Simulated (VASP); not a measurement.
# LiCl (P6_3/mmc) in VASP: notebook

LiCl is run at these levels: r2SCAN, HSE06; tasks: single point.

Everything below comes from runs of VASP 6.6.1. Logs are shortened: lines on timing, memory, paths and dates and some standing lists are left out, and cuts for length are marked.

### 1 The cell of the first run

Symmetry: P6_3/mmc, No. 194, hexagonal system. Conventional cell: a = 3.575 Å, b = 3.575 Å, c = 6.024 Å, α = 90.00°, β = 90.00°, γ = 120.00°. Within 3.4 Å of Li (site symmetry -3m) lie 6 Cl at 2.56 Å and 2 Li at 3.01 Å. Within 3.4 Å of Cl (site symmetry -6m2) lie 6 Li at 2.56 Å.

### 2 Single point, r2SCAN

POSCAR

```
LiCl
1.0
    3.5749486144      0.0000000000      0.0000000000
   -1.7874743072      3.0959963173      0.0000000000
    0.0000000000      0.0000000000      6.0240820252
Li Cl
2 2
Direct
    0.0000000000      0.0000000000      0.0000000000
    0.0000000000      0.0000000000      0.5000000000
    0.3333333333      0.6666666667      0.2500000000
    0.6666666667      0.3333333333      0.7500000000
```

INCAR.step1

```
ALGO = Normal
EDIFF = 1E-4
ENCUT = 520
GGA = PE
ISMEAR = 0
LASPH = T
LCHARG = F
LREAL = F
LWAVE = T
NBANDS = 18
NELM = 100
PREC = Accurate
SIGMA = 0.01
```

INCAR.step2

```
ALGO = Normal
EDIFF = 1E-6
ENCUT = 520
ISIF = 2
ISMEAR = 0
ISTART = 1
LASPH = T
LCHARG = F
LMIXTAU = T
LREAL = F
LWAVE = F
METAGGA = R2SCAN
NBANDS = 18
NELM = 100
PREC = Accurate
SIGMA = 0.01
```

KPOINTS

```
k-points
0
Gamma
  6 6 2
```

Potentials or basis: VASP PAW PBE potentials, release 64 (Li_sv, Cl).

Run with:

```console
cat potpaw_PBE.64/Li_sv/POTCAR potpaw_PBE.64/Cl/POTCAR > POTCAR
cp INCAR.step1 INCAR
mpirun -np 1 vasp_std > vasp.out
cp INCAR.step2 INCAR
mpirun -np 1 vasp_std > vasp.out
```

OUTCAR:

```text
EDIFF = 1E-6
   ENCUT = 520
   ISIF = 2
   ISMEAR = 0
   ISTART = 1
   LASPH = T
   LREAL = F
   METAGGA = R2SCAN
   NELM = 100
   PREC = Accurate

 ion  position               nearest neighbor table
   1  0.000  0.000  0.000-   3 2.56   4 2.56   4 2.56   3 2.56   4 2.56   3 2.56
   2  0.000  0.000  0.500-   3 2.56   4 2.56   4 2.56   3 2.56   4 2.56   3 2.56
   3  0.333  0.667  0.250-   1 2.56   2 2.56   1 2.56   2 2.56   1 2.56   2 2.56
   4  0.667  0.333  0.750-   1 2.56   2 2.56   1 2.56   2 2.56   1 2.56   2 2.56

  LATTYP: Found a hexagonal cell.
 ALAT       =     3.5749486144
 C/A-ratio  =     1.6850821298

  Lattice vectors:

 A1 = (   3.5749486144,   0.0000000000,   0.0000000000)
 A2 = (  -1.7874743072,   3.0959963173,   0.0000000000)
 A3 = (   0.0000000000,   0.0000000000,   6.0240820252)

Analysis of symmetry for initial positions (statically):
=====================================================================
 Subroutine PRICEL returns:
 Original cell was already a primitive cell.

 Routine SETGRP: Setting up the symmetry group for a
 hexagonal supercell.

 Subroutine GETGRP returns: Found 24 space group operations
 (whereof 12 operations were pure point group operations)
 out of a pool of 24 trial point group operations.

The static configuration has the point symmetry D_3d.
 The point group associated with its full space group is D_6h.

Analysis of symmetry for dynamics (positions and initial velocities):
=====================================================================
 Subroutine PRICEL returns:
 Original cell was already a primitive cell.

 Routine SETGRP: Setting up the symmetry group for a
 hexagonal supercell.

 Subroutine GETGRP returns: Found 24 space group operations
 (whereof 12 operations were pure point group operations)
 out of a pool of 24 trial point group operations.

The dynamic configuration has the point symmetry D_3d.
 The point group associated with its full space group is D_6h.

 Subroutine INISYM returns: Found 24 space group operations
 (whereof 12 operations are pure point group operations),
 and found     1 'primitive' translations

----------------------------------------------------------------------------------------

                                     Primitive cell

  volume of cell :      66.6747

  direct lattice vectors                    reciprocal lattice vectors
     3.574948614  0.000000000  0.000000000     0.279724300  0.161498900  0.000000000
    -1.787474307  3.095996317  0.000000000     0.000000000  0.322997800  0.000000000
     0.000000000  0.000000000  6.024082025     0.000000000  0.000000000  0.166000396

  length of vectors
     3.574948614  3.574948614  6.024082025     0.322997800  0.322997800  0.166000396

  position of ions in fractional coordinates (direct lattice)
     0.000000000  0.000000000  0.000000000
     0.000000000  0.000000000  0.500000000
     0.333333333  0.666666667  0.250000000
     0.666666667  0.333333333  0.750000000

  ion indices of the primitive-cell ions
   primitive index   ion index
                 1           1
                 2           2
                 3           3
                 4           4

----------------------------------------------------------------------------------------

 KPOINTS: k-points

Automatic generation of k-mesh.
 Grid dimensions read from file:
 generate k-points for:    6    6    2

 Generating k-lattice:

  Cartesian coordinates                     Fractional coordinates (reciprocal lattice)
     0.046620717  0.026916483  0.000000000     0.166666667  0.000000000  0.000000000
     0.000000000  0.053832967  0.000000000     0.000000000  0.166666667  0.000000000
     0.000000000  0.000000000  0.083000198     0.000000000  0.000000000  0.500000000

  Length of vectors
     0.053832967  0.053832967  0.083000198

  Shift w.r.t. Gamma in fractional coordinates (k-lattice)
     0.000000000  0.000000000  0.000000000

 Subroutine IBZKPT returns following result:
 ===========================================

 Found     14 irreducible k-points:

 Following reciprocal coordinates:
            Coordinates               Weight
  0.000000  0.000000  0.000000      1.000000
  0.166667  0.000000  0.000000      6.000000
  0.333333  0.000000  0.000000      6.000000
  0.500000  0.000000  0.000000      3.000000
  0.166667  0.166667  0.000000      6.000000
  0.333333  0.166667  0.000000     12.000000
  0.333333  0.333333  0.000000      2.000000
  0.000000  0.000000  0.500000      1.000000
  0.166667  0.000000  0.500000      6.000000
  0.333333  0.000000  0.500000      6.000000
  0.500000  0.000000  0.500000      3.000000
  0.166667  0.166667  0.500000      6.000000
  0.333333  0.166667  0.500000     12.000000
  0.333333  0.333333  0.500000      2.000000
   k-points           NKPTS =     14   k-points in BZ     NKDIM =     14   number of bands    NBANDS=     18
   number of dos      NEDOS =    301   number of ions     NIONS =      4
   total plane-waves  NPLWV =  37632
   dimension x,y,z NGX =    28 NGY =   28 NGZ =   48
   dimension x,y,z NGXF=    56 NGYF=   56 NGZF=   96
   ions per type =               2   2
   NGX,Y,Z   is equivalent  to a cutoff of  13.02, 13.02, 13.25 a.u.
   NGXF,Y,Z  is equivalent  to a cutoff of  26.04, 26.04, 26.49 a.u.
 SYSTEM =  unknown system
   PREC   = accura    normal or accurate (medium, high low for compatibility)
   ISTART =      1    job   : 0-new  1-cont  2-samecut
   ICHARG =      0    charge: 1-file 2-atom 10-const
   ISPIN  =      1    spin polarized calculation?
   LNONCOLLINEAR =      F non collinear calculations
   LSORBIT =      F    spin-orbit coupling
   LASPH  =      T    aspherical Exc in radial PAW
   ENCUT  =  520.0 eV  38.22 Ry    6.18 a.u.   6.65  6.65 11.20*2*pi/ulx,y,z
   NELM   =    100;   NELMIN=  2; NELMDL=  0     # of ELM steps
   EDIFF  = 0.1E-05   stopping-criterion for ELM
   LREAL  =      F    real-space projection
   EDIFFG = 0.1E-04   stopping-criterion for IOM
   NSW    =      0    number of steps for IOM
   IBRION =     -1    ionic relax: 0-MD 1-quasi-New 2-CG
   NFREE  =      0    steps in history (QN), initial steepest desc. (CG)
   ISIF   =      2    stress and relaxation
   ISYM   =      2    0-nonsym 1-usesym 2-fastsym
   POTIM  = 0.5000    time-step for ionic-motion
   TEBEG  =    0.0;   TEEND  =   0.0 temperature during run
   PSTRESS=    0.0 pullay stress
   NELECT =      20.0000    total number of electrons
   NUPDOWN=      -1.0000    fix difference up-down
   EMIN   =  10.00;   EMAX   =-10.00  energy-range for DOS
   EFERMI =   0.00;   METHOD = LEGACY
   ISMEAR =     0;   SIGMA  =   0.01  broadening in eV -4-tet -1-fermi 0-gaus
   EFERMI_NEDOS =   21; number of points for ismear=-14 and -15
   IALGO  =     38    algorithm
   IMIX   =      4    mixing-type and parameters
     AMIX     =   0.40;   BMIX     =  1.00
     AMIX_MAG =   1.60;   BMIX_MAG =  1.00
  volume/ion in A,a.u.               =      16.67       112.49
  Fermi-wavevector in a.u.,A,eV,Ry     =   1.095884  2.070920 16.340067  1.200961
  Thomas-Fermi vector in A             =   2.232216
   LORBIT       =      0    0 simple, 1 ext, 2 COOP (PROOUT), +10 PAW based schemes
   METAGGA = R2SCAN    functional components
   LHFCALC =     F    Hartree Fock is set to
   AEXX    =    0.0000 exact exchange contribution
   IVDW    =     0    specifies the selected vdW correction
   LEPSILON=     F    determine dielectric tensor
   LRPA    =     F    only Hartree local field effects (RPA)
 non-spin polarized calculation
 Gauss-broadening in eV      SIGMA  =   0.01
  energy-cutoff  :      520.00
  volume of cell :       66.67
 maximum number of plane-waves:      1834
 NGX is ok and might be reduce to    28
   NGX = 13   NGY = 13   NGZ = 23

 number of electron      19.9999997 magnetization

 Free energy of the ion-electron system (eV)
  ---------------------------------------------------
  ext. energy  EPLUGINS =         0.00000000
  ---------------------------------------------------
  free energy    TOTEN  =       -25.10667737 eV

  energy without entropy =      -25.10667737  energy(sigma->0) =      -25.10667737

 E-fermi :   0.4074     XC(G=0):  -9.2166

 val. band max:        0.3254537726   @ k =   0.0000   0.0000   0.0000
 cond. band min:       7.6550383364   @ k =   0.0000   0.0000   0.0000
 fundamental gap:      7.3295845638
 Fermi energy:         0.4073696671

 k-point     1 :       0.0000    0.0000    0.0000
  band No.  band energies     occupation
      1     -44.5597      2.00000
      2     -44.5523      2.00000
      3     -13.7544      2.00000
      4     -13.2167      2.00000
      5      -2.6384      2.00000
      6       0.1000      2.00000
[... 10 lines left out ...]
     17      13.6932      0.00000
     18      13.9121      0.00000

 k-point     2 :       0.1667    0.0000    0.0000
  band No.  band energies     occupation
      1     -44.5591      2.00000
      2     -44.5519      2.00000
      3     -13.6254      2.00000
      4     -13.1267      2.00000
      5      -2.4612      2.00000
      6      -0.7564      2.00000
[... 10 lines left out ...]
     17      12.3017      0.00000
     18      13.5163      0.00000

 k-point     3 :       0.3333    0.0000    0.0000
  band No.  band energies     occupation
      1     -44.5580      2.00000
      2     -44.5510      2.00000
      3     -13.3269      2.00000
      4     -12.9585      2.00000
      5      -1.9926      2.00000
      6      -1.9708      2.00000
[... 10 lines left out ...]
     17      12.6772      0.00000
     18      14.2122      0.00000

 k-point     4 :       0.5000    0.0000    0.0000
  band No.  band energies     occupation
      1     -44.5575      2.00000
      2     -44.5505      2.00000
      3     -13.1377      2.00000
      4     -12.8980      2.00000
      5      -2.4102      2.00000
      6      -2.2548      2.00000
[... 165 lines left out ...]
      4     -13.2104      2.00000
      5      -1.8147      2.00000
      6      -1.8147      2.00000
[... 10 lines left out ...]
     17      13.0603      0.00000
     18      13.0603      0.00000

 k-point    13 :       0.3333    0.1667    0.5000
  band No.  band energies     occupation
      1     -44.5540      2.00000
      2     -44.5540      2.00000
      3     -13.0196      2.00000
      4     -13.0196      2.00000
      5      -2.3863      2.00000
      6      -2.3863      2.00000
[... 10 lines left out ...]
     17      13.3380      0.00000
     18      13.3380      0.00000

 k-point    14 :       0.3333    0.3333    0.5000
  band No.  band energies     occupation
      1     -44.5537      2.00000
      2     -44.5537      2.00000
      3     -12.9537      2.00000
      4     -12.9537      2.00000
      5      -2.2177      2.00000
      6      -2.2177      2.00000
[... 10 lines left out ...]
     17      12.7500      0.00000
     18      12.7500      0.00000

------------------------ aborting loop because EDIFF is reached ----------------------------------------

  FORCE on cell =-STRESS in cart. coord.  units (eV):
  Direction    XX          YY          ZZ          XY          YZ          ZX
  --------------------------------------------------------------------------------------
  -------------------------------------------------------------------------------------
  Total       -0.2267708     -0.2267708     -0.1843028      0.0000000      0.0000000      0.0000000
  in kB       -5.4492480     -5.4492480     -4.4287533      0.0000000      0.0000000      0.0000000
  external PRESSURE =      -5.1090831 kB  Pullay stress =       0.0000000 kB

 VOLUME and BASIS-vectors are now :
 -----------------------------------------------------------------------------
  energy-cutoff  :      520.00
  volume of cell :       66.67
      direct lattice vectors                 reciprocal lattice vectors
     3.574948614  0.000000000  0.000000000     0.279724300  0.161498900  0.000000000
    -1.787474307  3.095996317  0.000000000     0.000000000  0.322997800  0.000000000
     0.000000000  0.000000000  6.024082025     0.000000000  0.000000000  0.166000396

 POSITION                                       TOTAL-FORCE (eV/Angst)
 -----------------------------------------------------------------------------------
      0.00000      0.00000      0.00000         0.000000      0.000000      0.000000
      0.00000      0.00000      3.01204         0.000000      0.000000      0.000000
     -0.00000      2.06400      1.50602         0.000000      0.000000     -0.000000
      1.78747      1.03200      4.51806        -0.000000     -0.000000      0.000000
 -----------------------------------------------------------------------------------
    total drift:                                0.000000     -0.000000     -0.000000

  FREE ENERGIE OF THE ION-ELECTRON SYSTEM (eV)
  ---------------------------------------------------
  free  energy   TOTEN  =       -25.1066773674 eV

  energy  without entropy=      -25.1066773674  energy(sigma->0) =      -25.10667737
```

Wall time 72 s (1 thread of Intel Xeon Platinum 8488C (Sapphire Rapids), shared host); peak memory 0.19 GiB.

Results:

| Quantity | Value |
| --- | --- |
| Free energy | -25.1067 eV |
| Band gap on the k mesh | 7.33 eV |

Caveat: the k points lie up to 0.52 Å⁻¹ apart; the cutoff is under 1.25 times the usual one of these potentials, so pressure, stress and relaxed cells hold a basis-set (Pulay) error; the PAW data sets were made with another functional, which shifts forces and pressure a little.

### 3 Single point, HSE06

POSCAR is that of step 2.

INCAR.step1

```
PREC = Accurate
ENCUT = 520
EDIFF = 1E-5
ISMEAR = 0
SIGMA = 0.01
LREAL = F
LASPH = T
NELM = 80
ALGO = Normal
ISIF = 2
LWAVE = T
LCHARG = F
GGA = PE
NBANDS = 18
```

INCAR.step2

```
PREC = Accurate
ENCUT = 520
EDIFF = 1E-6
ISMEAR = 0
SIGMA = 0.01
LREAL = F
LASPH = T
NELM = 80
ALGO = Normal
ISIF = 2
LWAVE = F
LCHARG = F
GGA = PE
LHFCALC = T
HFSCREEN = 0.2079
PRECFOCK = Normal
ISTART = 1
NBANDS = 18
```

KPOINTS

```
regular mesh
0
Gamma
  6 6 2
```

Potentials or basis: VASP PAW PBE potentials, release 64 (Li_sv, Cl).

Run with:

```console
cat potpaw_PBE.64/Li_sv/POTCAR potpaw_PBE.64/Cl/POTCAR > POTCAR
cp INCAR.step1 INCAR
mpirun -np 1 vasp_std > vasp.out
cp INCAR.step2 INCAR
mpirun -np 1 vasp_std > vasp.out
```

Run time: 12 min. Hardware: 1 thread of Intel Xeon Platinum 8488C (Sapphire Rapids), shared host; peak memory 0.29 GiB.

The run converged. Its results:

* Free energy: -16.8567 eV
* Band gap on the k mesh: 7.76 eV

Levels at points of the mesh, in eV from the valence-band top:
```tsv
k point	band 8	band 9	band 10	band 11	band 12	band 13
(0.00, 0.00, 0.00)	-0.18	0.00	0.00	7.76	8.14	11.84
(0.50, 0.00, 0.00)	-1.16	-0.81	-0.33	8.53	9.58	10.30
(0.00, 0.00, 0.50)	-0.11	-0.11	-0.11	8.62	8.62	12.03
(0.50, 0.00, 0.50)	-0.99	-0.78	-0.78	8.95	8.95	10.10
```

Caveat: the k points lie up to 0.52 Å⁻¹ apart; the cutoff is under 1.25 times the usual one of these potentials, so pressure, stress and relaxed cells hold a basis-set (Pulay) error; the PAW data sets were made with another functional, which shifts forces and pressure a little.
